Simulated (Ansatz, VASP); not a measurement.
## CdTe in VASP and in Ansatz

```
Te Cd
1.0
     0.00000    3.20500    3.20500
     3.20500    0.00000    3.20500
     3.20500    3.20500    0.00000
Te Cd
1 1
Cartesian
  1.6025 1.6025 1.6025
  0.0000 0.0000 0.0000
```

Alike in both runs: functional r2SCANh; dispersion D4; k mesh 4 × 4 × 4; occupations gaussian, width 0.02 eV; collinear spin.

```csv
,VASP,Ansatz
version,VASP 6.6.1,Ansatz 0.2.0
potentials or method,"VASP PAW PBE potentials, release 64 (Te, Cd)",Ansatz PAW
plane-wave cutoff (eV),520,500
valence electrons in the cell,18,36
task,single point,electron localisation function
```

VASP gave:

| Item | Value |
| --- | --- |
| gap on the k mesh at the Fermi level (eV) | 1.89 |
| least direct gap on the mesh (eV) | 1.89 |
| pressure (GPa) | 2.6 |
| net moment per atom (μB) | 0.00 |

Task: Estimate Ansatz's values.

Result: gap on the k mesh at the Fermi level (eV): 1.90; least direct gap on the mesh (eV): 1.90; pressure (GPa): 2.5; net moment per atom (μB): 0.00.

VASP's potentials were made for PBE, not for r2SCANh. VASP's potentials hold 18 valence electrons a cell and Ansatz's 36, so a difference there can come from the potentials and not from the codes.

The k mesh is coarse, so the values compare programs but aren't converged. Spin-orbit coupling is off throughout.
